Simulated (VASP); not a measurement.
# AlN (P1) in VASP: further runs, part 3 of 3

VASP 6.6.1.

### 6 Single point, LDA (the part above a cut slid along it)

INCAR

```
ALGO = Normal
EDIFF = 1E-7
ENCUT = 520
ISIF = 2
ISMEAR = 0
LASPH = T
LCHARG = T
LELF = T
LREAL = F
LVHAR = T
LWAVE = F
NBANDS = 26
NELM = 80
PREC = Accurate
SIGMA = 0.05
```

KPOINTS

```
k-points
0
Gamma
  8 8 3
```

POSCAR

```
AlN
1.0
   -3.0886152975      0.0000000000      0.0000000000
   -1.5443076488     -2.6748193102      0.0000000000
   -0.6434615203     -1.1145080459     11.0871685333
Al N
4 4
Direct
    0.3333333333     -0.0027551749      0.8066124197
    0.3333333333      0.1830295700      0.3607290319
    0.6666666667      0.6092552758      0.1377873380
    0.6666666667      0.4234705309      0.5836707258
    0.3333333333      0.2978523517      0.0851543558
    0.3333333333      0.1120676068      0.5310377436
    0.6666666667      0.5382933126      0.3080960497
    0.6666666667      0.3525085677      0.7539794375
```

Potentials or basis: VASP PAW LDA potentials, release 64 (Al, N).

Command:

```
> cat potpaw_LDA.64/Al/POTCAR potpaw_LDA.64/N/POTCAR > POTCAR
> mpirun -np 1 vasp_std > vasp.out
```

OUTCAR:

```text
EDIFF = 1E-7
   ENCUT = 520
   ISIF = 2
   ISMEAR = 0
   LASPH = T
   LREAL = F
   NELM = 80
   PREC = Accurate

 ion  position               nearest neighbor table
   1  0.333  0.997  0.807-   8 1.88   8 1.88   8 1.88   4 3.05   4 3.05   4 3.05
   2  0.333  0.183  0.361-   7 1.88   7 1.88   7 1.88   6 1.89   3 3.05   4 3.05   4 3.05   3 3.05
                             3 3.05   4 3.05
   3  0.667  0.609  0.138-   5 1.88   5 1.88   5 1.88   7 1.89   2 3.05   2 3.05   2 3.05
   4  0.667  0.423  0.584-   6 1.88   6 1.88   6 1.88   8 1.89   1 3.05   2 3.05   2 3.05   1 3.05
                             1 3.05   2 3.05
   5  0.333  0.298  0.085-   3 1.88   3 1.88   3 1.88
   6  0.333  0.112  0.531-   4 1.88   4 1.88   4 1.88   2 1.89
   7  0.667  0.538  0.308-   2 1.88   2 1.88   2 1.88   3 1.89
   8  0.667  0.353  0.754-   1 1.88   1 1.88   1 1.88   4 1.89

  LATTYP: Found a base centered monoclinic cell.
 ALAT       =     3.0886152976
 B/A-ratio  =     1.7320508075
 C/A-ratio  =     3.6137900649
 COS(beta)  =    -0.1152990791

  Lattice vectors:

 A1 = (   3.0886152975,   0.0000000000,   0.0000000000)
 A2 = (  -1.5443076487,   2.6748193102,   0.0000000000)
 A3 = (  -0.6434615203,  -1.1145080459,  11.0871685333)

Analysis of symmetry for initial positions (statically):
=====================================================================
 Subroutine PRICEL returns:
 Original cell was already a primitive cell.

 Routine SETGRP: Setting up the symmetry group for a
 base centered monoclinic supercell.

 Subroutine GETGRP returns: Found  1 space group operations
 (whereof  1 operations were pure point group operations)
 out of a pool of  4 trial point group operations.

The static configuration has the point symmetry C_1 .

Analysis of symmetry for dynamics (positions and initial velocities):
=====================================================================
 Subroutine PRICEL returns:
 Original cell was already a primitive cell.

 Routine SETGRP: Setting up the symmetry group for a
 base centered monoclinic supercell.

 Subroutine GETGRP returns: Found  1 space group operations
 (whereof  1 operations were pure point group operations)
 out of a pool of  4 trial point group operations.

The dynamic configuration has the point symmetry C_1 .

 Subroutine INISYM returns: Found  1 space group operations
 (whereof  1 operations are pure point group operations),
 and found     1 'primitive' translations

----------------------------------------------------------------------------------------

                                     Primitive cell

  volume of cell :      91.5965

  direct lattice vectors                    reciprocal lattice vectors
    -3.088615298  0.000000000  0.000000000    -0.323769684  0.186928514  0.000000000
    -1.544307649 -2.674819310  0.000000000     0.000000000 -0.373857029 -0.037580981
    -0.643461520 -1.114508046 11.087168533     0.000000000  0.000000000  0.090194354

  length of vectors
     3.088615298  3.088615298 11.161607277     0.373857029  0.375741145  0.090194354

  position of ions in fractional coordinates (direct lattice)
     0.333333333  0.997244825  0.806612420
     0.333333333  0.183029570  0.360729032
     0.666666667  0.609255276  0.137787338
     0.666666667  0.423470531  0.583670726
     0.333333333  0.297852352  0.085154356
[... 42 lines left out ...]
            Coordinates               Weight
  0.000000  0.000000  0.000000      1.000000
  0.125000  0.000000 -0.000000      2.000000
  0.250000  0.000000 -0.000000      2.000000
  0.375000 -0.000000 -0.000000      2.000000
  0.500000  0.000000 -0.000000      1.000000
  0.000000  0.125000  0.000000      2.000000
[... 16 lines left out ...]
 -0.375000 -0.375000  0.000000      2.000000
  0.125000  0.375000 -0.000000      2.000000
 [... further k-points ...]
   k-points           NKPTS =     98   k-points in BZ     NKDIM =     98   number of bands    NBANDS=     26
   number of dos      NEDOS =    301   number of ions     NIONS =      8
   total plane-waves  NPLWV =  48384
   dimension x,y,z NGX =    24 NGY =   24 NGZ =   84
   dimension x,y,z NGXF=    48 NGYF=   48 NGZF=  168
   ions per type =               4   4
   NGX,Y,Z   is equivalent  to a cutoff of  12.92, 12.92, 12.51 a.u.
   NGXF,Y,Z  is equivalent  to a cutoff of  25.84, 25.84, 25.02 a.u.
 SYSTEM =  unknown system
   PREC   = accura    normal or accurate (medium, high low for compatibility)
   ISTART =      0    job   : 0-new  1-cont  2-samecut
   ICHARG =      2    charge: 1-file 2-atom 10-const
   ISPIN  =      1    spin polarized calculation?
   LNONCOLLINEAR =      F non collinear calculations
   LSORBIT =      F    spin-orbit coupling
   LASPH  =      T    aspherical Exc in radial PAW
   ENCUT  =  520.0 eV  38.22 Ry    6.18 a.u.   5.74  5.74 20.75*2*pi/ulx,y,z
   NELM   =     80;   NELMIN=  2; NELMDL= -5     # of ELM steps
   EDIFF  = 0.1E-06   stopping-criterion for ELM
   LREAL  =      F    real-space projection
   EDIFFG = 0.1E-05   stopping-criterion for IOM
   NSW    =      0    number of steps for IOM
   IBRION =     -1    ionic relax: 0-MD 1-quasi-New 2-CG
   NFREE  =      0    steps in history (QN), initial steepest desc. (CG)
   ISIF   =      2    stress and relaxation
   ISYM   =      2    0-nonsym 1-usesym 2-fastsym
   POTIM  = 0.5000    time-step for ionic-motion
   TEBEG  =    0.0;   TEEND  =   0.0 temperature during run
   PSTRESS=    0.0 pullay stress
   NELECT =      32.0000    total number of electrons
   NUPDOWN=      -1.0000    fix difference up-down
   EMIN   =  10.00;   EMAX   =-10.00  energy-range for DOS
   EFERMI =   0.00;   METHOD = LEGACY
   ISMEAR =     0;   SIGMA  =   0.05  broadening in eV -4-tet -1-fermi 0-gaus
   EFERMI_NEDOS =   21; number of points for ismear=-14 and -15
   IALGO  =     38    algorithm
   IMIX   =      4    mixing-type and parameters
     AMIX     =   0.40;   BMIX     =  1.00
     AMIX_MAG =   1.60;   BMIX_MAG =  1.00
  volume/ion in A,a.u.               =      11.45        77.27
  Fermi-wavevector in a.u.,A,eV,Ry     =   1.153007  2.178867 18.087919  1.329425
  Thomas-Fermi vector in A             =   2.289654
   LORBIT       =      0    0 simple, 1 ext, 2 COOP (PROOUT), +10 PAW based schemes
   GGA     = CA    functional components
   LHFCALC =     F    Hartree Fock is set to
   AEXX    =    0.0000 exact exchange contribution
   IVDW    =     0    specifies the selected vdW correction
   LEPSILON=     F    determine dielectric tensor
   LRPA    =     F    only Hartree local field effects (RPA)
 non-spin polarized calculation
 Gauss-broadening in eV      SIGMA  =   0.05
  energy-cutoff  :      520.00
  volume of cell :       91.60
 maximum number of plane-waves:      2483
   NGX = 11   NGY = 11   NGZ = 41

 number of electron      32.0000000 magnetization

 Free energy of the ion-electron system (eV)
  ---------------------------------------------------
  ext. energy  EPLUGINS =         0.00000000
  ---------------------------------------------------
  free energy    TOTEN  =       -62.89620450 eV

  energy without entropy =      -62.89620450  energy(sigma->0) =      -62.89620450

 E-fermi :   6.7428     XC(G=0): -10.7572

 val. band max:        6.5590249938   @ k =   0.0000   0.0000   0.3333
 cond. band min:       6.9188469107   @ k =   0.0000   0.0000   0.0000
 fundamental gap:      0.3598219169
 Fermi energy:         6.7427907324

 k-point     1 :       0.0000    0.0000    0.0000
  band No.  band energies     occupation
      1     -11.1870      2.00000
      2      -9.9099      2.00000
      3      -8.7006      2.00000
      4      -6.6590      2.00000
      5      -1.6245      2.00000
      6       0.6784      2.00000
[... 685 lines left out ...]
     25      14.9560      0.00000
     26      15.5232      0.00000

 [... further k-points ...]
[... 5 lines left out ...]
  --------------------------------------------------------------------------------------
  -------------------------------------------------------------------------------------
  Total       -0.3947200     -1.0906806     -4.6501944     -0.3800728      0.2967702      0.6474522
  in kB       -6.9043182    -19.0778426    -81.3397380     -6.6481139      5.1910105     11.3250307
  external PRESSURE =     -35.7739663 kB  Pullay stress =       0.0000000 kB

 VOLUME and BASIS-vectors are now :
 -----------------------------------------------------------------------------
  energy-cutoff  :      520.00
  volume of cell :       91.60
      direct lattice vectors                 reciprocal lattice vectors
    -3.088615298  0.000000000  0.000000000    -0.323769684  0.186928514  0.000000000
    -1.544307649 -2.674819310  0.000000000     0.000000000 -0.373857029 -0.037580981
    -0.643461520 -1.114508046 11.087168533     0.000000000  0.000000000  0.090194354

 POSITION                                       TOTAL-FORCE (eV/Angst)
 -----------------------------------------------------------------------------------
     -3.08862     -3.56643      8.94305        -0.043454     -0.145703      0.817730
     -1.54431     -0.89161      3.99946         0.001407      0.003302     -1.298034
     -3.08862     -1.78321      1.52767        -0.029040      0.007573     -2.294284
     -3.08862     -1.78321      6.47126        -0.014786      0.003677     -1.256753
     -1.54431     -0.89161      0.94412         0.169956      0.090773      0.339618
     -1.54431     -0.89161      5.88770        -0.005110      0.004539      1.201736
     -3.08862     -1.78321      3.41591         0.015628      0.005959      1.344933
     -3.08862     -1.78321      8.35950        -0.094602      0.029879      1.145054
 -----------------------------------------------------------------------------------
    total drift:                                0.000088      0.000160     -0.000411

  FREE ENERGIE OF THE ION-ELECTRON SYSTEM (eV)
  ---------------------------------------------------
  free  energy   TOTEN  =       -62.8962045018 eV

  energy  without entropy=      -62.8962045006  energy(sigma->0) =      -62.89620450
```

Wall time 3.4 min (1 thread of Intel Xeon Platinum 8488C (Sapphire Rapids), shared host); peak memory 0.28 GiB.

Results:

| Property | Result |
| --- | --- |
| Free energy | -62.8962 eV |
| Pressure | -3.6 GPa |
| Largest force | 2.294 eV/Å |
| Band gap on the k mesh | 0.36 eV |

Forces in eV/Å, atoms in the order of the input:
```
Al  -0.043 -0.146  0.818
Al   0.001  0.003 -1.298
Al  -0.029  0.008 -2.294
Al  -0.015  0.004 -1.257
N    0.170  0.091  0.340
N   -0.005  0.005  1.202
N    0.016  0.006  1.345
N   -0.095  0.030  1.145
```

Caveat: the cell differs from its parent crystal (the part above a cut slid along it); the stress differs along the axes, from -8 to -1 GPa; semilocal functionals underestimate gaps, and a narrow one can read as zero; forces of over 1 eV/Å act on the atoms, so gaps and moduli don't describe the material at rest. A k mesh can miss the band edges.

### 7 The runs side by side

| cell | gap on the mesh (eV) | pressure (GPa) | largest force (eV/Å) |
| --- | --- | --- | --- |
| a = 3.089, b = 3.089, c = 10.637 Å, angles 84.4, 87.2, 60.0°, 8 atoms | 1.91 | -4.1 | 1.46 |
| a = 3.089, b = 3.089, c = 10.600 Å, angles 87.2, 88.6, 60.0°, 8 atoms | 2.11 | -4.2 | 1.78 |
| a = 3.089, b = 3.089, c = 10.590 Å, angles 88.6, 89.3, 60.0°, 8 atoms | 2.18 | -4.3 | 1.88 |
| a = 3.089, b = 3.089, c = 10.665 Å, angles 83.1, 86.5, 60.0°, 8 atoms | 1.83 | -4.1 | 1.43 |
| a = 3.089, b = 3.089, c = 11.162 Å, angles 83.4, 86.7, 60.0°, 8 atoms | 0.36 | -3.6 | 2.29 |

Alike in all rows: task single point; level LDA; potentials or basis VASP PAW LDA potentials, release 64 (Al, N); no spin polarisation; k mesh 8 × 8 × 3; cutoff (eV) 520; smearing gaussian 0.05 eV.

Caveats: forces of over 1 eV/Å act on the atoms, so gaps and moduli don't describe the material at rest; the stress differs along the axes, from -8 to -1 GPa (at least some runs); the stress differs along the axes, from -11 to -0 GPa (at least some runs); the stress differs along the axes, from -12 to -0 GPa (at least some runs); the stress differs along the axes, from -7 to -1 GPa (at least some runs); semilocal functionals underestimate gaps, and a narrow one can read as zero (at least some runs).

Absolute energies hang on the potentials; compare differences alone.
